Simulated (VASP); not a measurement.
# MgF2 (P4_2/mnm) in VASP: a series of runs

Aim: see how the results for MgF2 move with the level of theory and the settings. Levels: r2SCAN, HSE06. Tasks: relaxation of the atoms, single point.

Program: VASP 6.6.1. These are calculated values, not measurements. Logs are shortened: lines on timing, memory, paths and dates and some standing lists are left out, and cuts for length are marked.

## Step 1: The cell of the first run

It takes space group P4_2/mnm (No. 136, tetragonal). Conventional cell: a = 4.563 Å, b = 4.563 Å, c = 3.008 Å, α = 90.00°, β = 90.00°, γ = 90.00°. Within 2.6 Å of Mg (site symmetry mmm) lie 6 F at 1.96 to 1.97 Å. F (site symmetry m2m) has 3 Mg at 1.96 to 1.97 Å and 1 F at 2.54 Å within 2.6 Å.

## Step 2: Relaxation of the atoms, r2SCAN

Contents of POSCAR:

```
MgF2
1.0
    4.5634018900      0.0000000000      0.0000000000
    0.0000000000      4.5634018900      0.0000000000
    0.0000000000      0.0000000000      3.0081417300
Mg F
2 4
Direct
    0.0000000000      0.0000000000      0.0000000000
    0.5000000000      0.5000000000      0.5000000000
    0.3029444600      0.3029444600      0.0000000000
    0.1970555400      0.8029444600      0.5000000000
    0.6970555400      0.6970555400      0.0000000000
    0.8029444600      0.1970555400      0.5000000000
```

Contents of INCAR.step1:

```
ALGO = Normal ; EDIFF = 1E-5
EDIFFG = -0.01 ; ENCUT = 580
GGA = PE ; GGA_COMPAT = F
IBRION = 2 ; ISMEAR = -1
KPAR = 4 ; LASPH = T
LCHARG = F ; LREAL = F
LWAVE = T ; NELM = 120
NELMIN = 4 ; NSW = 100
PREC = Accurate ; SIGMA = 0.02
```

Contents of INCAR.step2:

```
ALGO = Normal ; EDIFF = 1E-7
EDIFFG = -0.01 ; ENCUT = 580
GGA_COMPAT = F ; IBRION = 2
ISIF = 2 ; ISMEAR = -1
ISTART = 1 ; KPAR = 4
LASPH = T ; LCHARG = F
LMIXTAU = T ; LREAL = F
LWAVE = F ; METAGGA = R2SCAN
NELM = 120 ; NELMIN = 4
NSW = 50 ; PREC = Accurate
SIGMA = 0.02
```

Contents of KPOINTS:

```
k-points
0
Gamma
  6 6 10
```

Potentials or basis: VASP PAW PBE potentials, release 64 (Mg, F).

Command:

```bash
$ cat potpaw_PBE.64/Mg/POTCAR potpaw_PBE.64/F/POTCAR > POTCAR
$ cp INCAR.step1 INCAR
$ mpirun -np 4 vasp_std > vasp.out
$ cp INCAR.step2 INCAR
$ mpirun -np 4 vasp_std > vasp.out
```

OUTCAR:

```text
EDIFF = 1E-7
   EDIFFG = -0.01
   ENCUT = 580
   IBRION = 2
   ISIF = 2
   ISMEAR = -1
   ISTART = 1
   LASPH = T
   LREAL = F
   METAGGA = R2SCAN
   NELM = 120
   NELMIN = 4
   NSW = 50
   PREC = Accurate

 ion  position               nearest neighbor table
   1  0.000  0.000  0.000-   3 1.96   5 1.96   4 1.97   6 1.97   4 1.97   6 1.97   2 3.56   2 3.56
                             2 3.56   2 3.56   2 3.56   2 3.56   2 3.56   2 3.56
   2  0.500  0.500  0.500-   4 1.96   6 1.96   5 1.97   3 1.97   3 1.97   5 1.97   1 3.56   1 3.56
                             1 3.56   1 3.56   1 3.56   1 3.56   1 3.56   1 3.56
   3  0.303  0.303  0.000-   1 1.96   2 1.97   2 1.97
   4  0.197  0.803  0.500-   2 1.96   1 1.97   1 1.97
   5  0.697  0.697  0.000-   1 1.96   2 1.97   2 1.97
   6  0.803  0.197  0.500-   2 1.96   1 1.97   1 1.97

  LATTYP: Found a simple tetragonal cell.
 ALAT       =     4.5634018900
 C/A-ratio  =     0.6591884306

  Lattice vectors:

 A1 = (   4.5634018900,   0.0000000000,   0.0000000000)
 A2 = (   0.0000000000,   4.5634018900,   0.0000000000)
 A3 = (   0.0000000000,   0.0000000000,   3.0081417300)

Analysis of symmetry for initial positions (statically):
=====================================================================
 Subroutine PRICEL returns:
 Original cell was already a primitive cell.

 Routine SETGRP: Setting up the symmetry group for a
 simple tetragonal supercell.

 Subroutine GETGRP returns: Found 16 space group operations
 (whereof  8 operations were pure point group operations)
 out of a pool of 16 trial point group operations.

The static configuration has the point symmetry D_2h.
 The point group associated with its full space group is D_4h.

Analysis of symmetry for dynamics (positions and initial velocities):
=====================================================================
 Subroutine PRICEL returns:
 Original cell was already a primitive cell.

 Routine SETGRP: Setting up the symmetry group for a
 simple tetragonal supercell.

 Subroutine GETGRP returns: Found 16 space group operations
 (whereof  8 operations were pure point group operations)
 out of a pool of 16 trial point group operations.

The dynamic configuration has the point symmetry D_2h.
 The point group associated with its full space group is D_4h.

 Subroutine INISYM returns: Found 16 space group operations
 (whereof  8 operations are pure point group operations),
 and found     1 'primitive' translations

----------------------------------------------------------------------------------------

                                     Primitive cell

  volume of cell :      62.6435

  direct lattice vectors                    reciprocal lattice vectors
     4.563401890  0.000000000  0.000000000     0.219134765  0.000000000  0.000000000
     0.000000000  4.563401890  0.000000000     0.000000000  0.219134765  0.000000000
     0.000000000  0.000000000  3.008141730     0.000000000  0.000000000  0.332431145

  length of vectors
     4.563401890  4.563401890  3.008141730     0.219134765  0.219134765  0.332431145

  position of ions in fractional coordinates (direct lattice)
     0.000000000  0.000000000  0.000000000
     0.500000000  0.500000000  0.500000000
     0.302944460  0.302944460  0.000000000
     0.197055540  0.802944460  0.500000000
     0.697055540  0.697055540  0.000000000
     0.802944460  0.197055540  0.500000000

  ion indices of the primitive-cell ions
   primitive index   ion index
                 1           1
                 2           2
                 3           3
                 4           4
                 5           5
                 6           6

----------------------------------------------------------------------------------------

 KPOINTS: k-points

Automatic generation of k-mesh.
 Grid dimensions read from file:
 generate k-points for:    6    6   10

 Generating k-lattice:

  Cartesian coordinates                     Fractional coordinates (reciprocal lattice)
     0.036522461  0.000000000  0.000000000     0.166666667  0.000000000  0.000000000
     0.000000000  0.036522461  0.000000000     0.000000000  0.166666667  0.000000000
     0.000000000  0.000000000  0.033243115     0.000000000  0.000000000  0.100000000

  Length of vectors
     0.036522461  0.036522461  0.033243115

  Shift w.r.t. Gamma in fractional coordinates (k-lattice)
     0.000000000  0.000000000  0.000000000

 Subroutine IBZKPT returns following result:
 ===========================================

 Found     60 irreducible k-points:

 Following reciprocal coordinates:
            Coordinates               Weight
  0.000000  0.000000  0.000000      1.000000
  0.166667  0.000000  0.000000      4.000000
  0.333333  0.000000  0.000000      4.000000
  0.500000  0.000000  0.000000      2.000000
  0.166667  0.166667  0.000000      4.000000
  0.333333  0.166667  0.000000      8.000000
[... 16 lines left out ...]
  0.333333  0.000000  0.200000      8.000000
  0.500000  0.000000  0.200000      4.000000
 [... further k-points ...]
   k-points           NKPTS =     60   k-points in BZ     NKDIM =     60   number of bands    NBANDS=     20
   number of dos      NEDOS =    301   number of ions     NIONS =      6
   total plane-waves  NPLWV =  31104
   dimension x,y,z NGX =    36 NGY =   36 NGZ =   24
   dimension x,y,z NGXF=    72 NGYF=   72 NGZF=   48
   ions per type =               2   4
   NGX,Y,Z   is equivalent  to a cutoff of  13.11, 13.11, 13.26 a.u.
   NGXF,Y,Z  is equivalent  to a cutoff of  26.23, 26.23, 26.53 a.u.
 SYSTEM =  unknown system
   PREC   = accura    normal or accurate (medium, high low for compatibility)
   ISTART =      1    job   : 0-new  1-cont  2-samecut
   ICHARG =      0    charge: 1-file 2-atom 10-const
   ISPIN  =      1    spin polarized calculation?
   LNONCOLLINEAR =      F non collinear calculations
   LSORBIT =      F    spin-orbit coupling
   LASPH  =      T    aspherical Exc in radial PAW
   ENCUT  =  580.0 eV  42.63 Ry    6.53 a.u.   8.96  8.96  5.91*2*pi/ulx,y,z
   NELM   =    120;   NELMIN=  4; NELMDL=  0     # of ELM steps
   EDIFF  = 0.1E-06   stopping-criterion for ELM
   LREAL  =      F    real-space projection
   EDIFFG = -.1E-01   stopping-criterion for IOM
   NSW    =     50    number of steps for IOM
   IBRION =      2    ionic relax: 0-MD 1-quasi-New 2-CG
   NFREE  =      1    steps in history (QN), initial steepest desc. (CG)
   ISIF   =      2    stress and relaxation
   ISYM   =      2    0-nonsym 1-usesym 2-fastsym
   POTIM  = 0.5000    time-step for ionic-motion
   TEBEG  =    0.0;   TEEND  =   0.0 temperature during run
   PSTRESS=    0.0 pullay stress
   NELECT =      32.0000    total number of electrons
   NUPDOWN=      -1.0000    fix difference up-down
   EMIN   =  10.00;   EMAX   =-10.00  energy-range for DOS
   EFERMI =   0.00;   METHOD = LEGACY
   ISMEAR =    -1;   SIGMA  =   0.02  broadening in eV -4-tet -1-fermi 0-gaus
   EFERMI_NEDOS =   21; number of points for ismear=-14 and -15
   IALGO  =     38    algorithm
   IMIX   =      4    mixing-type and parameters
     AMIX     =   0.40;   BMIX     =  1.00
     AMIX_MAG =   1.60;   BMIX_MAG =  1.00
  volume/ion in A,a.u.               =      10.44        70.46
  Fermi-wavevector in a.u.,A,eV,Ry     =   1.308678  2.473043 23.301868  1.712639
  Thomas-Fermi vector in A             =   2.439329
   LORBIT       =      0    0 simple, 1 ext, 2 COOP (PROOUT), +10 PAW based schemes
   METAGGA = R2SCAN    functional components
   LHFCALC =     F    Hartree Fock is set to
   AEXX    =    0.0000 exact exchange contribution
   IVDW    =     0    specifies the selected vdW correction
   LEPSILON=     F    determine dielectric tensor
   LRPA    =     F    only Hartree local field effects (RPA)
 conjugate gradient relaxation of ions
 non-spin polarized calculation
  energy-cutoff  :      580.00
  volume of cell :       62.64
 maximum number of plane-waves:      2024
 NGX is ok and might be reduce to    36
   NGX = 17   NGY = 17   NGZ = 11

--------------------------------------- Ionic step        1  -------------------------------------------

 number of electron      32.0000026 magnetization

 Free energy of the ion-electron system (eV)
  ---------------------------------------------------
  ext. energy  EPLUGINS =         0.00000000
  ---------------------------------------------------
  free energy    TOTEN  =       -43.82477622 eV

  energy without entropy =      -43.82477622  energy(sigma->0) =      -43.82477622

------------------------ aborting loop because EDIFF is reached ----------------------------------------

  FORCE on cell =-STRESS in cart. coord.  units (eV):
  Direction    XX          YY          ZZ          XY          YZ          ZX
  --------------------------------------------------------------------------------------
  -------------------------------------------------------------------------------------
  Total        1.1506500      1.1506500      1.3278501      0.0000000      0.0000000      0.0000000
  in kB       29.4291745     29.4291745     33.9612677      0.0000000      0.0000000      0.0000000
  external PRESSURE =      30.9398722 kB  Pullay stress =       0.0000000 kB
[... 65 lines left out ...]
  energy  without entropy=      -43.8251328593  energy(sigma->0) =      -43.82513286

--------------------------------------- Ionic step        3  -------------------------------------------

 number of electron      32.0000013 magnetization

 Free energy of the ion-electron system (eV)
  ---------------------------------------------------
  ext. energy  EPLUGINS =         0.00000000
  ---------------------------------------------------
  free energy    TOTEN  =       -43.82517745 eV

  energy without entropy =      -43.82517745  energy(sigma->0) =      -43.82517745

 E-fermi :  -1.1983     XC(G=0): -10.4585

 val. band max:       -1.6082913135   @ k =   0.0000   0.0000   0.0000
 cond. band min:       6.6960540084   @ k =   0.0000   0.0000   0.0000
 fundamental gap:      8.3043453218
 Fermi energy:        -1.1983422535

 k-point     1 :       0.0000    0.0000    0.0000
  band No.  band energies     occupation
      1     -23.6299      2.00000
      2     -22.7769      2.00000
      3     -22.7769      2.00000
      4     -22.6733      2.00000
      5      -5.8125      2.00000
      6      -4.2923      2.00000
[... 12 lines left out ...]
     19      11.9298      0.00000
[... 513 lines left out ...]
      4     -22.6885      2.00000
      5      -4.8869      2.00000
      6      -4.8869      2.00000
[... 12 lines left out ...]
     19      14.0431      0.00000
     20      14.0431      0.00000

 [... further k-points ...]

------------------------ aborting loop because EDIFF is reached ----------------------------------------

  FORCE on cell =-STRESS in cart. coord.  units (eV):
  Direction    XX          YY          ZZ          XY          YZ          ZX
  --------------------------------------------------------------------------------------
  -------------------------------------------------------------------------------------
  Total        1.1485379      1.1485379      1.2600469      0.0000000      0.0000000      0.0000000
  in kB       29.3751557     29.3751557     32.2271245      0.0000000      0.0000000      0.0000000
  external PRESSURE =      30.3258119 kB  Pullay stress =       0.0000000 kB
[... 21 lines left out ...]
  FREE ENERGIE OF THE ION-ELECTRON SYSTEM (eV)
  ---------------------------------------------------
  free  energy   TOTEN  =       -43.8251774540 eV

  energy  without entropy=      -43.8251774540  energy(sigma->0) =      -43.82517745

 reached required accuracy - stopping structural energy minimisation
```

Run time: 2.6 min. Hardware: 4 MPI ranks of AMD EPYC 7R13 (Zen 3), shared host; peak memory 0.21 GiB.

What came out:

- Free energy: -43.8252 eV
- Energy gained by relaxing: 0.1 meV/atom
- Ionic steps: 3
- Pressure after relaxing: 3.0 GPa
- Band gap on the k mesh: 8.30 eV

Step by step:
```
step  energy change (eV)  largest force (eV/Å)  pressure (GPa)
   1              0.0000                0.0526            3.09
   2             -0.0004                0.0175            3.05
   3             -0.0004                0.0000            3.03
```

Final structure:
```
CELL_PARAMETERS angstrom
4.56340 0.00000 0.00000
0.00000 4.56340 0.00000
0.00000 0.00000 3.00814
ATOMIC_POSITIONS crystal
Mg 0.00000 0.00000 0.00000
Mg 0.50000 0.50000 0.50000
F 0.30235 0.30235 0.00000
F 0.19765 0.80235 0.50000
F 0.69765 0.69765 0.00000
F 0.80235 0.19765 0.50000
```

Caveat: the PAW data sets were made with another functional, which shifts forces and pressure a little. r2SCAN opens gaps a little over a GGA but as a rule still falls short of measured ones.

(Part 1 of 2 ends here.)
